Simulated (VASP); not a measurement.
Set up this calculation in VASP 6.6.1, as the native input.

```yaml
Task: single point
Functional: PBE
Potentials_or_basis: VASP PAW PBE potentials, release 64 (Be)
Cutoff: 520 eV
k_mesh: 6 × 4 × 4
Occupations: gaussian, width 0.1 eV
Spin: no spin polarisation
Dipole_correction: no
Further_INCAR_settings: ALGO = Normal; EDIFF = 1e-07; NBANDS = 15
```

The structure of Be lies in POSCAR:

```
Be
1.0
    2.7491526100      0.0000000000      0.0000000000
    0.0000000000      4.4098587100      0.0000000000
    0.0000000000      0.0000000000      4.6512087500
Be
6
Direct
    0.0000000000      0.7611090900      0.2493817000
    0.0000000000      0.2388909100      0.2493817000
    0.5000000000      0.2611090900      0.7506183000
    0.5000000000      0.7388909100      0.7506183000
    0.0000000000      0.0000000000      0.6264761800
    0.5000000000      0.5000000000      0.3735238200
```

The cell was generated, and may not be a known phase.

The input as run:

INCAR

```
ALGO     = Normal         # electronic algorithm
EDIFF    = 1E-7           # SCF threshold, eV
ENCUT    = 520            # plane-wave cutoff, eV
GGA      = PE             # functional
ISIF     = 2              # what is computed and relaxed
ISMEAR   = 0              # smearing method
LASPH    = True           # aspherical terms in the spheres
LCHARG   = False          # write CHGCAR
LREAL    = False          # projectors in reciprocal space
LWAVE    = False          # write WAVECAR
NBANDS   = 15             # bands
NELM     = 100            # most SCF steps
PREC     = Accurate       # precision mode
SIGMA    = 0.1            # smearing width, eV
```

KPOINTS

```
k-points
0
Gamma
  6 4 4
```

Potentials or basis: VASP PAW PBE potentials, release 64 (Be).

Run with:

```bash
$ cat potpaw_PBE.64/Be/POTCAR > POTCAR
$ mpirun -np 1 vasp_std > vasp.out
```

It gave:

| Item | Value |
| --- | --- |
| Pressure | 18.6 GPa |
| Largest force | 2.166 eV/Å |
| Band gap on the k mesh | zero (bands 6 and 7 overlap by 4.65 eV) |

Caveat: the k points lie up to 0.38 Å⁻¹ apart, too coarse for converged energies and pressures of a metal; forces of over 1 eV/Å act on the atoms, so gaps and moduli don't describe the material at rest.

It took 23 s on 1 thread of Intel(R) Xeon(R) Platinum 8488C (Sapphire Rapids), with other jobs on the host, peak memory 0.16 GiB.
